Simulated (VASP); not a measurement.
# BN in VASP: single point with PBEsol

Aim: the single point of BN with PBEsol.

All numbers are computed with VASP 6.6.1; they aren't measurements. Logs are shortened: lines on timing, memory, paths and dates and some standing lists are left out, and cuts for length are marked.

**1. The cell of the first run**

The cell holds a slab with vacuum, 8 atoms: a = 2.504 Å, b = 3.770 Å, c = 24.078 Å, α = 90.00°, β = 90.00°, γ = 109.40°.

**2. Single point, PBEsol**

INCAR

```
PREC     = Accurate       # precision mode
ENCUT    = 520            # plane-wave cutoff, eV
EDIFF    = 1E-6           # SCF threshold, eV
ISMEAR   = 0              # smearing method
SIGMA    = 0.05           # smearing width, eV
LREAL    = F              # projectors in reciprocal space
LASPH    = T              # aspherical terms in the spheres
NELM     = 60             # most SCF steps
ALGO     = Normal         # electronic algorithm
ISIF     = 2              # what is computed and relaxed
LWAVE    = F              # write WAVECAR
LCHARG   = F              # write CHGCAR
LDIPOL   = T            
IDIPOL   = 3            
DIPOL    = 0.5 0.5 0.501
GGA      = PS             # functional
ISYM     = 0            
NBANDS   = 26             # bands
```

KPOINTS

```
regular mesh
0
Gamma
  11 8 1
```

POSCAR

```
BN
1.0
    2.5041946717      0.0000000000      0.0000000000
   -1.2520973358      3.5557880312      0.0000000000
    0.0000000000      0.0000000000     24.0777041004
N B
4 4
Direct
    0.0405781396      0.0811562793      0.3530236921
    0.6025756800      0.2051513600      0.4412133852
    0.1629939987      0.3259956794      0.5306702005
    0.7168984514      0.4338483213      0.6200197469
    0.5614564127      0.1229128254      0.3824072288
    0.1234539530      0.2469079060      0.4705969218
    0.6816695750      0.3633467516      0.5590204857
    0.2306568555      0.4613395919      0.6483271347
```

Potentials or basis: VASP PAW PBE potentials, release 64 (N, B).

On the command line:

```
> cat potpaw_PBE.64/N/POTCAR potpaw_PBE.64/B/POTCAR > POTCAR
> mpirun -np 1 vasp_std > vasp.out
```

OUTCAR:

```text
PREC = Accurate
   ENCUT = 520
   EDIFF = 1E-6
   ISMEAR = 0
   LREAL = F
   LASPH = T
   NELM = 60
   ISIF = 2
   GGA = PS
   ISYM = 0

 ion  position               nearest neighbor table
   1  0.041  0.081  0.353-   5 1.45   5 1.45
   2  0.603  0.205  0.441-   6 1.45   6 1.45   5 1.45
   3  0.163  0.326  0.531-   7 1.43   7 1.43   6 1.47
   4  0.717  0.434  0.620-   8 1.43   8 1.43   7 1.49
   5  0.561  0.123  0.382-   1 1.45   1 1.45   2 1.45
   6  0.123  0.247  0.471-   2 1.45   2 1.45   3 1.47
   7  0.682  0.363  0.559-   3 1.43   3 1.43   4 1.49
   8  0.231  0.461  0.648-   4 1.43   4 1.43

IMPORTANT INFORMATION: All symmetrisations will be switched off!
NOSYMM: (Re-)initialisation of all symmetry stuff for point group C_1.

----------------------------------------------------------------------------------------

                                     Primitive cell

  volume of cell :     214.3972

  direct lattice vectors                    reciprocal lattice vectors
     2.504194672  0.000000000  0.000000000     0.399329977  0.140615806  0.000000000
    -1.252097336  3.555788031  0.000000000     0.000000000  0.281231612  0.000000000
     0.000000000  0.000000000 24.077704100     0.000000000  0.000000000  0.041532199

  length of vectors
     2.504194672  3.769797907 24.077704100     0.423364187  0.281231612  0.041532199

  position of ions in fractional coordinates (direct lattice)
     0.040578140  0.081156279  0.353023692
     0.602575680  0.205151360  0.441213385
     0.162993999  0.325995679  0.530670200
     0.716898451  0.433848321  0.620019747
     0.561456413  0.122912825  0.382407229
     0.123453953  0.246907906  0.470596922
     0.681669575  0.363346752  0.559020486
     0.230656856  0.461339592  0.648327135

  ion indices of the primitive-cell ions
   primitive index   ion index
                 1           1
                 2           2
                 3           3
                 4           4
                 5           5
                 6           6
                 7           7
                 8           8

----------------------------------------------------------------------------------------

 KPOINTS: regular mesh

Automatic generation of k-mesh.
 Grid dimensions read from file:
 generate k-points for:   11    8    1

 Generating k-lattice:

  Cartesian coordinates                     Fractional coordinates (reciprocal lattice)
     0.036302725  0.012783255  0.000000000     0.090909091  0.000000000  0.000000000
     0.000000000  0.035153952  0.000000000     0.000000000  0.125000000  0.000000000
     0.000000000  0.000000000  0.041532199     0.000000000  0.000000000  1.000000000

  Length of vectors
     0.038487653  0.035153952  0.041532199

  Shift w.r.t. Gamma in fractional coordinates (k-lattice)
     0.000000000  0.000000000  0.000000000

 -----------------------------------------------------------------------------
|                                                                             |
|           W    W    AA    RRRRR   N    N  II  N    N   GGGG   !!!           |
|           W    W   A  A   R    R  NN   N  II  NN   N  G    G  !!!           |
|           W    W  A    A  R    R  N N  N  II  N N  N  G       !!!           |
|           W WW W  AAAAAA  RRRRR   N  N N  II  N  N N  G  GGG   !            |
|           WW  WW  A    A  R   R   N   NN  II  N   NN  G    G                |
|           W    W  A    A  R    R  N    N  II  N    N   GGGG   !!!           |
|                                                                             |
|     Your reciprocal lattice and k-lattice belong to different lattice       |
|     classes:                                                                |
|                                                                             |
|        The reciprocal lattice is base centered orthorhombic,                |
|        whereas your k-lattice is simple monoclinic.                         |
|                                                                             |
|     Results are often still useful ...                                      |
|                                                                             |
 -----------------------------------------------------------------------------

 WARNING: IBZKPT: internal override: KBLOWUP is changed to .FALSE.
      ... skipping the blow-up phase ...

 Subroutine IBZKPT returns following result:
 ===========================================

 Found     45 irreducible k-points:

 Following reciprocal coordinates:
            Coordinates               Weight
  0.000000  0.000000  0.000000      1.000000
  0.090909  0.000000  0.000000      2.000000
  0.181818  0.000000  0.000000      2.000000
  0.272727  0.000000  0.000000      2.000000
  0.363636  0.000000  0.000000      2.000000
  0.454545  0.000000  0.000000      2.000000
[... 16 lines left out ...]
  0.454545  0.250000  0.000000      2.000000
 -0.454545  0.250000  0.000000      2.000000
 [... further k-points ...]
   k-points           NKPTS =     45   k-points in BZ     NKDIM =     45   number of bands    NBANDS=     26
   number of dos      NEDOS =    301   number of ions     NIONS =      8
   total plane-waves  NPLWV = 100800
   dimension x,y,z NGX =    20 NGY =   28 NGZ =  180
   dimension x,y,z NGXF=    40 NGYF=   56 NGZF=  360
   ions per type =               4   4
   NGX,Y,Z   is equivalent  to a cutoff of  13.28, 12.35, 12.43 a.u.
   NGXF,Y,Z  is equivalent  to a cutoff of  26.55, 24.70, 24.86 a.u.
 SYSTEM =  unknown system
   PREC   = accura    normal or accurate (medium, high low for compatibility)
   ISTART =      0    job   : 0-new  1-cont  2-samecut
   ICHARG =      2    charge: 1-file 2-atom 10-const
   ISPIN  =      1    spin polarized calculation?
   LNONCOLLINEAR =      F non collinear calculations
   LSORBIT =      F    spin-orbit coupling
   LASPH  =      T    aspherical Exc in radial PAW
   ENCUT  =  520.0 eV  38.22 Ry    6.18 a.u.   4.66  7.01 44.77*2*pi/ulx,y,z
   NELM   =     60;   NELMIN=  2; NELMDL= -5     # of ELM steps
   EDIFF  = 0.1E-05   stopping-criterion for ELM
   LREAL  =      F    real-space projection
   EDIFFG = 0.1E-04   stopping-criterion for IOM
   NSW    =      0    number of steps for IOM
   IBRION =     -1    ionic relax: 0-MD 1-quasi-New 2-CG
   NFREE  =      0    steps in history (QN), initial steepest desc. (CG)
   ISIF   =      2    stress and relaxation
   ISYM   =      0    0-nonsym 1-usesym 2-fastsym
   POTIM  = 0.5000    time-step for ionic-motion
   TEBEG  =    0.0;   TEEND  =   0.0 temperature during run
   PSTRESS=    0.0 pullay stress
   NELECT =      32.0000    total number of electrons
   NUPDOWN=      -1.0000    fix difference up-down
   EMIN   =  10.00;   EMAX   =-10.00  energy-range for DOS
   EFERMI =   0.00;   METHOD = LEGACY
   ISMEAR =     0;   SIGMA  =   0.05  broadening in eV -4-tet -1-fermi 0-gaus
   EFERMI_NEDOS =   21; number of points for ismear=-14 and -15
   IALGO  =     38    algorithm
   IMIX   =      4    mixing-type and parameters
     AMIX     =   0.40;   BMIX     =  1.00
     AMIX_MAG =   1.60;   BMIX_MAG =  1.00
  volume/ion in A,a.u.               =      26.80       180.85
  Fermi-wavevector in a.u.,A,eV,Ry     =   0.868397  1.641033 10.260343  0.754114
  Thomas-Fermi vector in A             =   1.987070
   LORBIT       =      0    0 simple, 1 ext, 2 COOP (PROOUT), +10 PAW based schemes
   GGA     = PS    functional components
   LHFCALC =     F    Hartree Fock is set to
   AEXX    =    0.0000 exact exchange contribution
   IVDW    =     0    specifies the selected vdW correction
   LEPSILON=     F    determine dielectric tensor
   LRPA    =     F    only Hartree local field effects (RPA)
 non-spin polarized calculation
 Gauss-broadening in eV      SIGMA  =   0.05
  energy-cutoff  :      520.00
  volume of cell :      214.40
 maximum number of plane-waves:      5826
   NGX =  9   NGY = 13   NGZ = 89

 dipolmoment           0.000000      0.000000      0.016251 electrons x Angstroem

 number of electron      31.9999995 magnetization

 dipolmoment           0.000000      0.000000     -0.146511 electrons x Angstroem

 Free energy of the ion-electron system (eV)
  ---------------------------------------------------
  ext. energy  EPLUGINS =         0.00000000
  ---------------------------------------------------
  free energy    TOTEN  =       -66.34029182 eV

  energy without entropy =      -66.32875328  energy(sigma->0) =      -66.33452255

 E-fermi :  -3.2944     XC(G=0):  -4.2770

 val. band max:       -3.3063501229   @ k =  -0.1818   0.3750   0.0000
 cond. band min:      -3.2933440081   @ k =   0.0909   0.1250   0.0000
 fundamental gap:      0.0130061148
 Fermi energy:        -3.2944376638

 k-point     1 :       0.0000    0.0000    0.0000
  band No.  band energies     occupation
      1     -22.9012      2.00000
      2     -21.6760      2.00000
      3     -20.4564      2.00000
      4     -17.8274      2.00000
      5     -13.4655      2.00000
      6     -10.8547      2.00000
[... 18 lines left out ...]
     25       4.5955      0.00000
     26       4.9383      0.00000

 k-point     2 :       0.0909    0.0000    0.0000
  band No.  band energies     occupation
      1     -22.7825      2.00000
      2     -21.5651      2.00000
      3     -20.3556      2.00000
      4     -17.7419      2.00000
      5     -13.3789      2.00000
      6     -10.8673      2.00000
[... 18 lines left out ...]
     25       4.8499      0.00000
[... 608 lines left out ...]
     25       7.0597      0.00000
     26       7.3754      0.00000

 k-point    24 :      -0.4545    0.2500    0.0000
  band No.  band energies     occupation
      1     -20.6342      2.00000
      2     -19.9981      2.00000
      3     -19.0072      2.00000
      4     -16.7764      2.00000
      5     -14.2694      2.00000
      6     -13.6506      2.00000
[... 18 lines left out ...]
     25       6.7295      0.00000
     26       6.8939      0.00000

 [... further k-points ...]

------------------------ aborting loop because EDIFF is reached ----------------------------------------

 vacuum level on the upper side and lower side of the slab       (xc-potential included)        -1.614         1.265

  FORCE on cell =-STRESS in cart. coord.  units (eV):
  Direction    XX          YY          ZZ          XY          YZ          ZX
  --------------------------------------------------------------------------------------
  -------------------------------------------------------------------------------------
  Total       -2.9705499     -0.5929992      0.5058405     -0.0225499      0.1355517     -0.0007864
  in kB      -22.1987447     -4.4314479      3.7801159     -0.1685139      1.0129700     -0.0058764
  external PRESSURE =      -7.6166922 kB  Pullay stress =       0.0000000 kB

 VOLUME and BASIS-vectors are now :
 -----------------------------------------------------------------------------
  energy-cutoff  :      520.00
  volume of cell :      214.40
      direct lattice vectors                 reciprocal lattice vectors
     2.504194672  0.000000000  0.000000000     0.399329977  0.140615806  0.000000000
    -1.252097336  3.555788031  0.000000000     0.000000000  0.281231612  0.000000000
     0.000000000  0.000000000 24.077704100     0.000000000  0.000000000  0.041532199

 POSITION                                       TOTAL-FORCE (eV/Angst)
 -----------------------------------------------------------------------------------
     -0.00000      0.28857      8.50000         0.000640      0.238510      1.593462
      1.25210      0.72947     10.62341        -0.000100      0.398808      2.159014
     -0.00001      1.15917     12.77732        -0.000024      0.010818     -0.007191
      1.25203      1.54267     14.92865        -0.000014      0.004339     -0.008840
      1.25210      0.43705      9.20749        -0.000401     -0.507731     -3.049776
      0.00000      0.87795     11.33089        -0.000024     -0.134958     -0.740851
      1.25209      1.29198     13.45993        -0.000079     -0.011333      0.024230
     -0.00003      1.64043     15.61023         0.000002      0.001548      0.029954
 -----------------------------------------------------------------------------------
    total drift:                               -0.000206     -0.000370      0.000576

  FREE ENERGIE OF THE ION-ELECTRON SYSTEM (eV)
  ---------------------------------------------------
  free  energy   TOTEN  =       -66.3402918225 eV

  energy  without entropy=      -66.3287532784  energy(sigma->0) =      -66.33452255

 vacuum level on the upper side and lower side of the slab         2.040         4.982
```

It took 16 min on 1 thread of Intel Xeon 8259CL, shared host; peak memory 0.42 GiB.

What came out:

| Property | Result |
| --- | --- |
| Free energy | -66.3403 eV |
| Largest force | 3.092 eV/Å |
| Band gap on the k mesh | zero (bands 16 and 17 overlap by 0.47 eV) |

Forces on the atoms (eV/Å):
```
N    0.001  0.239  1.593
N    0.000  0.399  2.159
N    0.000  0.011 -0.007
N    0.000  0.004 -0.009
B    0.000 -0.508 -3.050
B    0.000 -0.135 -0.741
B    0.000 -0.011  0.024
B    0.000  0.002  0.030
```

Caveat: the PAW data sets were made with another functional, which shifts forces and pressure a little.
